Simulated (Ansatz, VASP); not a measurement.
TiSe3 in VASP and in Ansatz

Contents of INCAR:

```
SYSTEM = TiSe3
  PREC = Accurate
  ENCUT = 520
  EDIFF = 1E-6
  ISMEAR = 0
  SIGMA = 0.1
  LREAL = .FALSE.
  LASPH = .TRUE.
  NELM = 60
  ALGO = Normal
  ISIF = 2
  LWAVE = .FALSE.
  LCHARG = .TRUE.
  GGA = PE
  LELF = .TRUE.
  LVHAR = .TRUE.
  NBANDS = 23
```

Contents of KPOINTS:

```
Automatic mesh
0
G
  10 10 10
  0 0 0
```

Contents of POSCAR:

```
TiSe3
1.0
    4.9476449171      0.0000000000      0.0000000000
    0.0000000000      4.9476449171      0.0000000000
    0.0000000000      0.0000000000      4.9476449171
Ti Se
1 3
Direct
    0.5000000000      0.5000000000      0.5000000000
    0.0000000000      0.5000000000      0.5000000000
    0.5000000000      0.0000000000      0.5000000000
    0.5000000000      0.5000000000      0.0000000000
```

Input for Ansatz:

```yaml
crystal:
  lattice:
    - [4.9476449171, 0.0, 0.0]
    - [0.0, 4.9476449171, 0.0]
    - [0.0, 0.0, 4.9476449171]
  atoms:
    - { symbol: Ti, position: [0.5, 0.5, 0.5] }
    - { symbol: Se, position: [0.0, 0.5, 0.5] }
    - { symbol: Se, position: [0.5, 0.0, 0.5] }
    - { symbol: Se, position: [0.5, 0.5, 0.0] }
basis:
  ecutwfc: 420
kpoints:
  mp_grid: { grid: [10, 10, 10] }
  band_path:
    path:
      - [[0.0, 0.0, 0.0], [0.0, 0.5, 0.0], [0.5, 0.5, 0.0], [0.0, 0.0, 0.0], [0.5, 0.5, 0.5], [0.0, 0.5, 0.0]]
      - [[0.5, 0.5, 0.5], [0.5, 0.5, 0.0]]
    npoints: 14
hamiltonian:
  xc: pbe
scf:
  occupations: { method: gaussian, width: 0.1 }
  n_extra_bands: 10
output:
  forces: true
  stress: true
  eigenvalues: true
  populations: true
  dos: { projected: true, de: 0.02, nscf_kmesh: { grid: [12, 12, 12] } }
  bader: true
  write_density: true
  write_potential: true
  elf: true
  volumetric_format: npy
```

Alike in both runs: task single point; functional PBE; k mesh 10 × 10 × 10; occupations gaussian, width 0.1 eV; no spin polarisation.

|  | VASP | Ansatz |
| --- | --- | --- |
| version | VASP 6.6.1 | Ansatz 0.2.0 |
| potentials or method | VASP PAW PBE potentials, release 64 (Ti_sv, Se), cutoff 520 eV | scalar-relativistic, plane waves, PAW |
| valence electrons in the cell | 30 | 60 |

|  | VASP | Ansatz | Ansatz less VASP |
| --- | --- | --- | --- |
| gap on the k mesh at the Fermi level (eV) | none | none | - |
| pressure (GPa) | 0.1 | 0.0 | -0.04 |

A gap of «none» marks a metal or a gap that the smearing closes. VASP's potentials hold 30 valence electrons a cell and Ansatz's 60, so a difference there can come from the potentials and not from the codes.
